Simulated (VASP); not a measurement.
# Sn: single point with revPBE

Sn:

```
Sn
1.0
     0.00000    3.31109    3.31109
     3.31109    0.00000    3.31109
     3.31109    3.31109    0.00000
Sn
2
Cartesian
  3.3111 3.3111 3.3111
  4.9666 4.9666 4.9666
```

This isn't the form of Sn at room conditions, which is tetragonal (white tin).

```yaml
Program: VASP 6.6.1
Task: single point
Functional: revPBE
Potentials_or_basis: VASP PAW PBE potentials, release 64 (Sn_d)
Cutoff: 520 eV
k_mesh: 13 × 13 × 13
Occupations: fermi-dirac, width 0.1 eV
Spin: no spin polarisation
Dipole_correction: no
Further_INCAR_settings: ALGO = Normal; EDIFF = 1e-07; NBANDS = 21
```

- Pressure: 1.4 GPa
- Band gap on the k mesh: zero (bands 14 and 15 overlap by 0.14 eV)

Levels at points of the mesh, in eV from the Fermi level:
```tsv
k point	band 11	band 12	band 13	band 14	band 15	band 16	band 17	band 18
(0.00, 0.00, 0.00)	-10.23	-1.03	0.05	0.05	0.05	2.12	2.12	2.12
```

Wall time 81 s on 1 thread of AMD EPYC 7R13 Processor (Zen 3), on a shared host, peak memory 0.23 GiB.

Caveat: the PAW data sets were made with another functional, which shifts forces and pressure a little; spin-orbit coupling is left out, which moves the levels of the heavy elements.
